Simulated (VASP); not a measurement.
# NiO (Fm-3m) in VASP: a series of runs, part 2 of 2

VASP 6.6.1.

### 4 Single point, r2SCAN0, collinear spin, ferromagnetic start

This run uses another cell than the first one, of 8.53 Å³/atom.

Input file POSCAR:

```
NiO
1.0
    0.0000000000      2.0433202721      2.0433202721
    2.0433202721      0.0000000000      2.0433202721
    2.0433202721      2.0433202721      0.0000000000
Ni O
1 1
Direct
    0.0000000000      0.0000000000      0.0000000000
    0.5000000000      0.5000000000      0.5000000000
```

Input file INCAR.step1:

```
ALGO     = Normal         # electronic algorithm
EDIFF    = 1E-5           # SCF threshold, eV
ENCUT    = 520            # plane-wave cutoff, eV
GGA      = PE             # functional
ISIF     = 2              # what is computed and relaxed
ISMEAR   = -1             # smearing method
ISPIN    = 2              # spin polarisation
LASPH    = True           # aspherical terms in the spheres
LMAXMIX  = 4              # l up to which the mixer works
LORBIT   = 11             # projections on sites
LREAL    = False          # projectors in reciprocal space
LWAVE    = True           # write WAVECAR
MAGMOM   = 1 0            # initial moments
NBANDS   = 19             # bands
NELM     = 150            # most SCF steps
PREC     = Accurate       # precision mode
SIGMA    = 0.05           # smearing width, eV
```

Input file INCAR.step2:

```
AEXX     = 0.25           # exact-exchange fraction
ALGO     = Normal         # electronic algorithm
EDIFF    = 1E-6           # SCF threshold, eV
ENCUT    = 520            # plane-wave cutoff, eV
ISIF     = 2              # what is computed and relaxed
ISMEAR   = -1             # smearing method
ISPIN    = 2              # spin polarisation
ISTART   = 1            
LASPH    = True           # aspherical terms in the spheres
LCHARG   = True           # write CHGCAR
LELF     = True           # ELF
LHFCALC  = True           # exact exchange
LMAXMIX  = 4              # l up to which the mixer works
LMIXTAU  = True         
LORBIT   = 11             # projections on sites
LREAL    = False          # projectors in reciprocal space
LVHAR    = True         
LWAVE    = False          # write WAVECAR
MAGMOM   = 1 0            # initial moments
METAGGA  = R2SCAN         # meta-GGA
NBANDS   = 19             # bands
NELM     = 150            # most SCF steps
PREC     = Accurate       # precision mode
PRECFOCK = Normal       
SIGMA    = 0.05           # smearing width, eV
```

Input file KPOINTS:

```
k-points
0
Gamma
  6 6 6
```

Potentials or basis: VASP PAW PBE potentials, release 64 (Ni, O).

The run is started by

```bash
$ cat potpaw_PBE.64/Ni/POTCAR potpaw_PBE.64/O/POTCAR > POTCAR
$ cp INCAR.step1 INCAR
$ mpirun -np 1 vasp_std > vasp.out
$ cp INCAR.step2 INCAR
$ mpirun -np 1 vasp_std > vasp.out
```

OUTCAR:

```text
AEXX = 0.25
   EDIFF = 1E-6
   ENCUT = 520
   ISIF = 2
   ISMEAR = -1
   ISPIN = 2
   ISTART = 1
   LASPH = True
   LHFCALC = True
   LORBIT = 11
   LREAL = False
   METAGGA = R2SCAN
   NELM = 150
   PREC = Accurate
   PRECFOCK = Normal

 ion  position               nearest neighbor table
   1  0.000  0.000  0.000-   2 2.04   2 2.04   2 2.04   2 2.04   2 2.04   2 2.04
   2  0.500  0.500  0.500-   1 2.04   1 2.04   1 2.04   1 2.04   1 2.04   1 2.04

  LATTYP: Found a face centered cubic cell.
 ALAT       =     4.0866405442

  Lattice vectors:

 A1 = (   0.0000000000,   2.0433202721,   2.0433202721)
 A2 = (   2.0433202721,   0.0000000000,   2.0433202721)
 A3 = (   2.0433202721,   2.0433202721,   0.0000000000)

Analysis of symmetry for initial positions (statically):
=====================================================================
 Subroutine PRICEL returns:
 Original cell was already a primitive cell.

 Routine SETGRP: Setting up the symmetry group for a
 face centered cubic supercell.

[... 548 lines left out ...]
      4       3.6793      1.00000
      5       3.8337      1.00000
      6       3.8337      1.00000
[... 329 lines left out ...]
      6       4.9815      1.00000
[... 11 lines left out ...]
     18      44.7644      0.00000
     19      48.3612      0.00000

------------------------ aborting loop because EDIFF is reached ----------------------------------------

  FORCE on cell =-STRESS in cart. coord.  units (eV):
  Direction    XX          YY          ZZ          XY          YZ          ZX
  --------------------------------------------------------------------------------------
  -------------------------------------------------------------------------------------
  Total       -0.1664531     -0.1664531     -0.1664531     -0.0000000      0.0000000     -0.0000000
  in kB      -15.6301481    -15.6301481    -15.6301481     -0.0000000      0.0000000     -0.0000000
  external PRESSURE =     -15.6301481 kB  Pullay stress =       0.0000000 kB

 VOLUME and BASIS-vectors are now :
 -----------------------------------------------------------------------------
  energy-cutoff  :      520.00
  volume of cell :       17.06
      direct lattice vectors                 reciprocal lattice vectors
     0.000000000  2.043320272  2.043320272    -0.244699770  0.244699770  0.244699770
     2.043320272  0.000000000  2.043320272     0.244699770 -0.244699770  0.244699770
     2.043320272  2.043320272  0.000000000     0.244699770  0.244699770 -0.244699770

 POSITION                                       TOTAL-FORCE (eV/Angst)
 -----------------------------------------------------------------------------------
      0.00000      0.00000      0.00000         0.000000      0.000000     -0.000000
      2.04332      2.04332      2.04332        -0.000000     -0.000000      0.000000
 -----------------------------------------------------------------------------------
    total drift:                               -0.000002     -0.000001     -0.000001

  FREE ENERGIE OF THE ION-ELECTRON SYSTEM (eV)
  ---------------------------------------------------
  free  energy   TOTEN  =       -21.3990510782 eV

  energy  without entropy=      -21.3988792268  energy(sigma->0) =      -21.39896515

 total charge

# of ion       s       p       d       tot
------------------------------------------
    1        0.332   0.444   8.415   9.191
    2        1.580   3.444   0.000   5.024
--------------------------------------------------
tot          1.912   3.888   8.415  14.216

 magnetization (x)

# of ion       s       p       d       tot
------------------------------------------
    1       -0.000  -0.000  -0.000  -0.000
    2        0.000   0.000   0.000   0.000
--------------------------------------------------
tot         -0.000   0.000  -0.000   0.000
```

Run time: 26 min. Hardware: 1 thread of Intel Xeon 6975P-C (Granite Rapids), shared host; peak memory 0.17 GiB.

The run converged, but its numbers aren't listed here, since they failed a check.

Caveat: the k points lie up to 0.44 Å⁻¹ apart, too coarse for converged energies and pressures of a metal; the moments typed at the start vanished in this run; the PAW data sets were made with another functional, which shifts forces and pressure a little.
